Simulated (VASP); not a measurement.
Write the native input for VASP 6.6.1 that does the following.

| Quantity | Value |
| --- | --- |
| Task | single point |
| Functional | PBE |
| Dispersion | D3(BJ) |
| Potentials or basis | VASP PAW PBE potentials, release 64 (O, H, C) |
| Cutoff | 520 eV |
| k mesh | 1 × 1 × 1 |
| Occupations | fermi-dirac, width 0.02 eV |
| Spin | no spin polarisation |
| Dipole correction | no |
| Further INCAR settings | LREAL = Auto; ALGO = Normal; EDIFF = 1e-06; NBANDS = 39 |

The structure of H10CO6 lies in POSCAR:

```
H10CO6
1.0
    5.2704420000      0.0000000000      0.0000000000
    0.0000000000      5.2704420000      0.0000000000
    0.0000000000      0.0000000000      5.2704420000
O H C
6 10 1
Direct
    0.6213900087      0.1675950518      0.0910170342
    1.0090804528      0.3940845948      0.8164400633
    0.2159591169      0.1716174848      0.4244236062
    0.1482418363      0.8661702377     -0.0398258818
    0.5017795471      0.5912407346      0.6355633930
    0.8009195434      0.6635117131      0.3229330671
    0.4667540218      0.0759329104      0.0338301797
    0.5629319135      0.3330270972      0.0643020073
    0.8688834826      0.2772442994      0.8736458916
    1.0663052549      0.3111124266      0.6545750812
    0.2177616223     -0.0062044132      0.4700364789
    0.1487161798      0.1746722571      0.2574357141
    0.1664376536      0.7555723030     -0.1893010112
    0.0053316211      0.7785305293      0.0381182451
    0.4990283547      0.4010289839      0.5690983792
    0.6566621927      0.9475486117      0.5540901503
    0.6760723294      0.7340371073      0.5119304984
```

The input as run:

INCAR

```
  PREC = Accurate
  ENCUT = 520
  EDIFF = 1E-6
  ISMEAR = -1
  SIGMA = 0.02
  LREAL = Auto
  LASPH = T
  NELM = 60
  ALGO = Normal
  ISIF = 2
  LWAVE = F
  LCHARG = F
  GGA = PE
  IVDW = 12
  NBANDS = 39
```

KPOINTS

```
regular mesh
0
Gamma
  1 1 1
```

Potentials or basis: VASP PAW PBE potentials, release 64 (O, H, C).

The run is started by

```sh
$ cat potpaw_PBE.64/O/POTCAR potpaw_PBE.64/H/POTCAR potpaw_PBE.64/C/POTCAR > POTCAR
$ mpirun -np 1 vasp_gam > vasp.out
```

Results of the run:

| Property | Result |
| --- | --- |
| Pressure | -1.8 GPa |
| Largest force | 2.622 eV/Å |
| Band gap on the k mesh | 4.07 eV |
| Dispersion energy per atom | -0.047 eV |

Caveat: the k points lie up to 1.19 Å⁻¹ apart.

Run time: 16 s on 1 thread of AMD EPYC 9R45 (Zen 5), on a shared host, peak memory 0.2 GiB.
